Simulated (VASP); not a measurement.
Set up this calculation in VASP 6.6.1, as the native input.

* Task: single point
* Functional: PBEsol
* Potentials or basis: VASP PAW PBE potentials, release 64 (Al, Ru_pv)
* Cutoff: 520 eV
* k mesh: 12 × 12 × 12
* Occupations: fermi-dirac, width 0.05 eV
* Spin: no spin polarisation
* Dipole correction: no
* Further INCAR settings: ALGO = Normal; EDIFF = 1e-06; NBANDS = 16

The structure of AlRu lies in POSCAR:

```
AlRu
1.0
    2.9916000000      0.0000000000      0.0000000000
    0.0000000000      2.9916000000      0.0000000000
    0.0000000000      0.0000000000      2.9616840000
Al Ru
1 1
Direct
    0.0000000000      0.0000000000      0.0000000000
    0.5000000000      0.5000000000      0.5000000000
```

This cell differs from its parent crystal: zz strain of -1 %.

The input as run:

INCAR

```
PREC = Accurate ; ENCUT = 520
EDIFF = 1E-6 ; ISMEAR = -1
SIGMA = 0.05 ; LREAL = False
LASPH = True ; NELM = 100
ALGO = Normal ; ISIF = 2
LWAVE = False ; LCHARG = True
GGA = PS ; LELF = True
LVHAR = True ; NBANDS = 16
```

KPOINTS

```
Automatic mesh
0
Gamma
  12 12 12
```

Potentials or basis: VASP PAW PBE potentials, release 64 (Al, Ru_pv).

The run is started by

```console
$ cat potpaw_PBE.64/Al/POTCAR potpaw_PBE.64/Ru_pv/POTCAR > POTCAR
$ mpirun -np 1 vasp_std > vasp.out
```

It gave:

```json
{
  "Pressure": "-1.2 GPa"
}
```

Caveat: the cell differs from its parent crystal (zz strain of -1 %); the PAW data sets were made with another functional, which shifts forces and pressure a little.

Wall time 72 s on 1 thread of Intel Xeon 8259CL (shared host), peak memory 0.2 GiB.
